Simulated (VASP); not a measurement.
# AlCu3 (P6_3/mmc) in VASP: single point with PBEsol

Aim: the single point of AlCu3 with PBEsol.

All numbers are computed with VASP 6.6.1; they aren't measurements. Logs are shortened: lines on timing, memory, paths and dates and some standing lists are left out, and cuts for length are marked.

## Step 1: The cell of the first run

The structure is hexagonal, space group P6_3/mmc (No. 194). Conventional cell: a = 5.220 Å, b = 5.220 Å, c = 4.240 Å, α = 90.00°, β = 90.00°, γ = 120.00°. Within 3.4 Å of Al (site symmetry -6m2) lie 12 Cu at 2.61 Å. Cu (site symmetry mm2) has 8 Cu at 2.60 to 2.62 Å and 4 Al at 2.61 Å within 3.4 Å.

## Step 2: Single point, PBEsol

POSCAR

```
AlCu3
1.0
    5.2196382407      0.0000000000      0.0000000000
   -2.6098191203      4.5203393150      0.0000000000
    0.0000000000      0.0000000000      4.2399371436
Al Cu
2 6
Direct
    0.6666666667      0.3333333333      0.2500000000
    0.3333333333      0.6666666667      0.7500000000
    0.3314768003      0.1657384001      0.7500000000
    0.8342615999      0.1657384001      0.7500000000
    0.8342615999      0.6685231997      0.7500000000
    0.6685231997      0.8342615999      0.2500000000
    0.1657384001      0.8342615999      0.2500000000
    0.1657384001      0.3314768003      0.2500000000
```

INCAR.step1

```
  ALGO = Fast
  EDIFF = 1E-6
  ENCUT = 520
  GGA = PS
  ISIF = 2
  ISMEAR = 0
  LASPH = True
  LCHARG = True
  LMAXMIX = 4
  LREAL = False
  LWAVE = False
  NBANDS = 46
  NELM = 60
  PREC = Accurate
  SIGMA = 0.1
```

KPOINTS.step1

```
k-points
0
Gamma
  12 12 10
```

INCAR.step2

```
  ALGO = Fast
  EDIFF = 1E-6
  ENCUT = 520
  GGA = PS
  ICHARG = 11
  ISIF = 2
  ISMEAR = -5
  LASPH = True
  LCHARG = False
  LMAXMIX = 4
  LORBIT = 11
  LREAL = False
  LWAVE = False
  NEDOS = 2001
  NELM = 60
  PREC = Accurate
  SIGMA = 0.1
```

KPOINTS.step2

```
k-points
0
Gamma
  18 18 15
```

Potentials or basis: VASP PAW PBE potentials, release 64 (Al, Cu).

Command:

```console
cat potpaw_PBE.64/Al/POTCAR potpaw_PBE.64/Cu/POTCAR > POTCAR
cp INCAR.step1 INCAR
cp KPOINTS.step1 KPOINTS
mpirun -np 1 vasp_std > vasp.out
cp INCAR.step2 INCAR
cp KPOINTS.step2 KPOINTS
mpirun -np 1 vasp_std > vasp.out
```

OUTCAR:

```text
EDIFF = 1E-6
   ENCUT = 520
   GGA = PS
   ICHARG = 11
   ISIF = 2
   ISMEAR = -5
   LASPH = True
   LORBIT = 11
   LREAL = False
   NELM = 60
   PREC = Accurate

 ion  position               nearest neighbor table
   1  0.667  0.333  0.250-   4 2.61   4 2.61   5 2.61   5 2.61   3 2.61   3 2.61   6 2.61   8 2.61
                             7 2.61   7 2.61   6 2.61   8 2.61
   2  0.333  0.667  0.750-   7 2.61   7 2.61   8 2.61   8 2.61   6 2.61   6 2.61   3 2.61   5 2.61
                             4 2.61   4 2.61   3 2.61   5 2.61
   3  0.331  0.166  0.750-   4 2.60   5 2.60   7 2.60   7 2.60   8 2.60   8 2.60   1 2.61   1 2.61
                             2 2.61   2 2.61   4 2.62   5 2.62
   4  0.834  0.166  0.750-   5 2.60   3 2.60   6 2.60   6 2.60   8 2.60   8 2.60   1 2.61   1 2.61
                             2 2.61   2 2.61   5 2.62   3 2.62
   5  0.834  0.669  0.750-   4 2.60   3 2.60   7 2.60   7 2.60   6 2.60   6 2.60   1 2.61   1 2.61
                             2 2.61   2 2.61   4 2.62   3 2.62
   6  0.669  0.834  0.250-   7 2.60   8 2.60   4 2.60   4 2.60   5 2.60   5 2.60   2 2.61   2 2.61
                             1 2.61   1 2.61   7 2.62   8 2.62
   7  0.166  0.834  0.250-   8 2.60   6 2.60   3 2.60   3 2.60   5 2.60   5 2.60   2 2.61   2 2.61
                             1 2.61   1 2.61   8 2.62   6 2.62
   8  0.166  0.331  0.250-   7 2.60   6 2.60   4 2.60   4 2.60   3 2.60   3 2.60   2 2.61   2 2.61
                             1 2.61   1 2.61   7 2.62   6 2.62

  LATTYP: Found a hexagonal cell.
 ALAT       =     5.2196382407
 C/A-ratio  =     0.8123047897

  Lattice vectors:

 A1 = (   5.2196382407,   0.0000000000,   0.0000000000)
 A2 = (  -2.6098191203,   4.5203393150,   0.0000000000)
 A3 = (   0.0000000000,   0.0000000000,   4.2399371436)

Analysis of symmetry for initial positions (statically):
=====================================================================
 Subroutine PRICEL returns:
 Original cell was already a primitive cell.

 Routine SETGRP: Setting up the symmetry group for a
 hexagonal supercell.

 Subroutine GETGRP returns: Found 24 space group operations
 (whereof 12 operations were pure point group operations)
 out of a pool of 24 trial point group operations.

The static configuration has the point symmetry D_3d.
 The point group associated with its full space group is D_6h.

Analysis of symmetry for dynamics (positions and initial velocities):
=====================================================================
 Subroutine PRICEL returns:
 Original cell was already a primitive cell.

 Routine SETGRP: Setting up the symmetry group for a
 hexagonal supercell.

 Subroutine GETGRP returns: Found 24 space group operations
 (whereof 12 operations were pure point group operations)
 out of a pool of 24 trial point group operations.

The dynamic configuration has the point symmetry D_3d.
 The point group associated with its full space group is D_6h.

 Subroutine INISYM returns: Found 24 space group operations
 (whereof 12 operations are pure point group operations),
 and found     1 'primitive' translations

----------------------------------------------------------------------------------------

                                     Primitive cell

  volume of cell :     100.0393

  direct lattice vectors                    reciprocal lattice vectors
     5.219638241  0.000000000  0.000000000     0.191584158  0.110611165  0.000000000
    -2.609819120  4.520339315  0.000000000     0.000000000  0.221222331  0.000000000
     0.000000000  0.000000000  4.239937144     0.000000000  0.000000000  0.235852553

  length of vectors
     5.219638241  5.219638241  4.239937144     0.221222331  0.221222331  0.235852553

  position of ions in fractional coordinates (direct lattice)
     0.666666667  0.333333333  0.250000000
     0.333333333  0.666666667  0.750000000
     0.331476800  0.165738400  0.750000000
     0.834261600  0.165738400  0.750000000
     0.834261600  0.668523200  0.750000000
     0.668523200  0.834261600  0.250000000
     0.165738400  0.834261600  0.250000000
     0.165738400  0.331476800  0.250000000

  ion indices of the primitive-cell ions
   primitive index   ion index
                 1           1
                 2           2
                 3           3
                 4           4
                 5           5
                 6           6
                 7           7
                 8           8

----------------------------------------------------------------------------------------

 KPOINTS: k-points

Automatic generation of k-mesh.
 Grid dimensions read from file:
 generate k-points for:   18   18   15

 Generating k-lattice:

  Cartesian coordinates                     Fractional coordinates (reciprocal lattice)
     0.010643564  0.006145065  0.000000000     0.055555556 -0.000000000  0.000000000
     0.000000000  0.012290129  0.000000000     0.000000000  0.055555556  0.000000000
     0.000000000  0.000000000  0.015723504     0.000000000  0.000000000  0.066666667

  Length of vectors
     0.012290129  0.012290129  0.015723504

  Shift w.r.t. Gamma in fractional coordinates (k-lattice)
     0.000000000  0.000000000  0.000000000

 TETIRR: Found   4782 inequivalent tetrahedra from    29160

 Subroutine IBZKPT returns following result:
 ===========================================

 Found    296 irreducible k-points:

 Following reciprocal coordinates:
            Coordinates               Weight
  0.000000  0.000000  0.000000      1.000000
  0.055556  0.000000  0.000000      6.000000
  0.111111  0.000000  0.000000      6.000000
  0.166667 -0.000000  0.000000      6.000000
  0.222222 -0.000000  0.000000      6.000000
  0.277778 -0.000000  0.000000      6.000000
[... 16 lines left out ...]
  0.333333  0.111111  0.000000     12.000000
  0.388889  0.111111  0.000000     12.000000
 [... further k-points ...]
   k-points           NKPTS =    296   k-points in BZ     NKDIM =    296   number of bands    NBANDS=     43
   number of dos      NEDOS =   2001   number of ions     NIONS =      8
   total plane-waves  NPLWV =  51200
   dimension x,y,z NGX =    40 NGY =   40 NGZ =   32
   dimension x,y,z NGXF=    80 NGYF=   80 NGZF=   64
   ions per type =               2   6
   NGX,Y,Z   is equivalent  to a cutoff of  12.74, 12.74, 12.55 a.u.
   NGXF,Y,Z  is equivalent  to a cutoff of  25.48, 25.48, 25.09 a.u.
 SYSTEM =  unknown system
   PREC   = accura    normal or accurate (medium, high low for compatibility)
   ISTART =      0    job   : 0-new  1-cont  2-samecut
   ICHARG =     11    charge: 1-file 2-atom 10-const
   ISPIN  =      1    spin polarized calculation?
   LNONCOLLINEAR =      F non collinear calculations
   LSORBIT =      F    spin-orbit coupling
   LASPH  =      T    aspherical Exc in radial PAW
   ENCUT  =  520.0 eV  38.22 Ry    6.18 a.u.   9.71  9.71  7.88*2*pi/ulx,y,z
   NELM   =     60;   NELMIN=  2; NELMDL=  0     # of ELM steps
   EDIFF  = 0.1E-05   stopping-criterion for ELM
   LREAL  =      F    real-space projection
   EDIFFG = 0.1E-04   stopping-criterion for IOM
   NSW    =      0    number of steps for IOM
   IBRION =     -1    ionic relax: 0-MD 1-quasi-New 2-CG
   NFREE  =      0    steps in history (QN), initial steepest desc. (CG)
   ISIF   =      2    stress and relaxation
   ISYM   =      2    0-nonsym 1-usesym 2-fastsym
   POTIM  = 0.5000    time-step for ionic-motion
   TEBEG  =    0.0;   TEEND  =   0.0 temperature during run
   PSTRESS=    0.0 pullay stress
   NELECT =      72.0000    total number of electrons
   NUPDOWN=      -1.0000    fix difference up-down
   EMIN   =  10.00;   EMAX   =-10.00  energy-range for DOS
   EFERMI =   0.00;   METHOD = LEGACY
   ISMEAR =    -5;   SIGMA  =   0.10  broadening in eV -4-tet -1-fermi 0-gaus
   EFERMI_NEDOS =   21; number of points for ismear=-14 and -15
   IALGO  =     68    algorithm
   IMIX   =      4    mixing-type and parameters
     AMIX     =   0.40;   BMIX     =  1.00
     AMIX_MAG =   1.60;   BMIX_MAG =  1.00
  volume/ion in A,a.u.               =      12.50        84.39
  Fermi-wavevector in a.u.,A,eV,Ry     =   1.467108  2.772432 29.285254  2.152405
  Thomas-Fermi vector in A             =   2.582765
   LORBIT       =     11    0 simple, 1 ext, 2 COOP (PROOUT), +10 PAW based schemes
   GGA     = PS    functional components
   LHFCALC =     F    Hartree Fock is set to
   AEXX    =    0.0000 exact exchange contribution
   IVDW    =     0    specifies the selected vdW correction
   LEPSILON=     F    determine dielectric tensor
   LRPA    =     F    only Hartree local field effects (RPA)
 non-spin polarized calculation
 RMM-DIIS sequential band-by-band and
 Fermi weights with tetrahedron method with Bloechl corrections
  energy-cutoff  :      520.00
  volume of cell :      100.04
 maximum number of plane-waves:      2718
 NGX is ok and might be reduce to    40

 number of electron      72.0000091 magnetization

 Free energy of the ion-electron system (eV)
  ---------------------------------------------------
  ext. energy  EPLUGINS =         0.00000000
  ---------------------------------------------------
  free energy    TOTEN  =       -35.55092768 eV

  energy without entropy =      -35.55092768  energy(sigma->0) =      -35.55092768

 E-fermi :   8.0815     XC(G=0): -12.2736

 val. band max:        8.1001251257   @ k =   0.3333   0.2222   0.1333
 cond. band min:       8.0595088435   @ k =   0.1667   0.1667   0.2667
 fundamental gap:     -0.0406162822
 Fermi energy:         8.0815323200

 k-point     1 :       0.0000    0.0000    0.0000
  band No.  band energies     occupation
      1      -2.2954      2.00000
      2       2.0054      2.00000
      3       3.1390      2.00000
      4       3.1391      2.00000
      5       3.2316      2.00000
      6       3.3180      2.00000
[... 35 lines left out ...]
     42      13.7960      0.00000
     43      13.8168      0.00000

 k-point     2 :       0.0556    0.0000    0.0000
  band No.  band energies     occupation
      1      -2.2723      2.00000
      2       1.9953      2.00000
      3       3.0508      2.00000
      4       3.0959      2.00000
      5       3.2289      2.00000
      6       3.3236      2.00000
[... 35 lines left out ...]
     42      13.6330      0.00000
     43      13.7066      0.00000

 k-point     3 :       0.1111    0.0000    0.0000
  band No.  band energies     occupation
      1      -2.2031      2.00000
      2       1.9513      2.00000
      3       2.8457      2.00000
      4       2.9921      2.00000
      5       3.2393      2.00000
      6       3.3405      2.00000
[... 35 lines left out ...]
     42      13.4152      0.00000
     43      13.4930      0.00000

 k-point     4 :       0.1667   -0.0000    0.0000
  band No.  band energies     occupation
      1      -2.0883      2.00000
      2       1.8263      2.00000
      3       2.6348      2.00000
      4       2.8644      2.00000
      5       3.2636      2.00000
      6       3.3683      2.00000
[... 863 lines left out ...]
     42      12.8228      0.00000
     43      13.1880      0.00000

 k-point    23 :       0.3333    0.1111    0.0000
  band No.  band energies     occupation
      1      -1.1333      2.00000
      2       0.4077      2.00000
      3       1.8214      2.00000
      4       2.8739      2.00000
      5       3.4540      2.00000
      6       3.5743      2.00000
[... 35 lines left out ...]
     42      12.3414      0.00000
     43      12.9561      0.00000

 k-point    24 :       0.3889    0.1111    0.0000
  band No.  band energies     occupation
      1      -0.8286      2.00000
      2       0.0188      2.00000
      3       1.7714      2.00000
      4       2.9124      2.00000
      5       3.4285      2.00000
      6       3.6162      2.00000
[... 35 lines left out ...]
     42      11.6703      0.00000
     43      13.0805      0.00000

 [... further k-points ...]

------------------------ aborting loop because EDIFF is reached ----------------------------------------

  FORCE on cell =-STRESS in cart. coord.  units (eV):
  Direction    XX          YY          ZZ          XY          YZ          ZX
  --------------------------------------------------------------------------------------
  -------------------------------------------------------------------------------------
  Total       -3.1575146     -3.1575146     -3.2571958     -0.0000000      0.0000000      0.0000000
  in kB      -50.5690853    -50.5690853    -52.1655264     -0.0000000      0.0000000      0.0000000
  external PRESSURE =     -51.1012323 kB  Pullay stress =       0.0000000 kB

 VOLUME and BASIS-vectors are now :
 -----------------------------------------------------------------------------
  energy-cutoff  :      520.00
  volume of cell :      100.04
      direct lattice vectors                 reciprocal lattice vectors
     5.219638241  0.000000000  0.000000000     0.191584158  0.110611165  0.000000000
    -2.609819120  4.520339315  0.000000000     0.000000000  0.221222331  0.000000000
     0.000000000  0.000000000  4.239937144     0.000000000  0.000000000  0.235852553

 POSITION                                       TOTAL-FORCE (eV/Angst)
 -----------------------------------------------------------------------------------
      2.60982      1.50678      1.05998         0.000000     -0.000000      0.000000
     -0.00000      3.01356      3.17995         0.000000     -0.000000      0.000000
      1.29764      0.74919      3.17995        -0.037507     -0.021655      0.000000
      3.92200      0.74919      3.17995         0.037507     -0.021655     -0.000000
      2.60982      3.02195      3.17995         0.000000      0.043310     -0.000000
      1.31218      3.77115      1.05998         0.037507      0.021655     -0.000000
     -1.31218      3.77115      1.05998        -0.037507      0.021655      0.000000
     -0.00000      1.49839      1.05998        -0.000000     -0.043310      0.000000
 -----------------------------------------------------------------------------------
    total drift:                               -0.000000      0.000000      0.000000

  FREE ENERGIE OF THE ION-ELECTRON SYSTEM (eV)
  ---------------------------------------------------
  free  energy   TOTEN  =       -35.5509276807 eV

  energy  without entropy=      -35.5509276807  energy(sigma->0) =      -35.55092768

 total charge

# of ion       s       p       d       tot
------------------------------------------
    1        0.389   0.376   0.000   0.765
    2        0.389   0.376   0.000   0.765
    3        0.450   0.424   9.151  10.025
    4        0.450   0.424   9.151  10.025
    5        0.450   0.424   9.151  10.025
    6        0.450   0.424   9.151  10.025
    7        0.450   0.424   9.151  10.025
    8        0.450   0.424   9.151  10.025
--------------------------------------------------
tot          3.476   3.298  54.908  61.682
```

Run time: 21 min. Hardware: 1 thread of Intel Xeon Platinum 8259CL at 2.50GHz (Skylake/Cascade Lake), shared host; peak memory 0.91 GiB.

What came out:

```yaml
Valence_electrons_inside_the_program's_atomic_spheres: Al 0.77; Cu 10.03
```

Levels at points of the mesh, in eV from the Fermi level:
| k point | band 32 | band 33 | band 34 | band 35 | band 36 | band 37 | band 38 | band 39 | band 40 | band 41 |
| --- | --- | --- | --- | --- | --- | --- | --- | --- | --- | --- |
| (0.00, 0.00, 0.00) | -2.10 | -1.69 | -1.30 | -1.30 | -0.78 | -0.08 | -0.08 | 1.47 | 4.62 | 5.53 |
| (0.50, 0.00, 0.00) | -2.23 | -2.20 | -1.27 | 0.64 | 1.00 | 1.76 | 2.46 | 3.20 | 3.56 | 3.83 |

Caveat: the PAW data sets were made with another functional, which shifts forces and pressure a little.
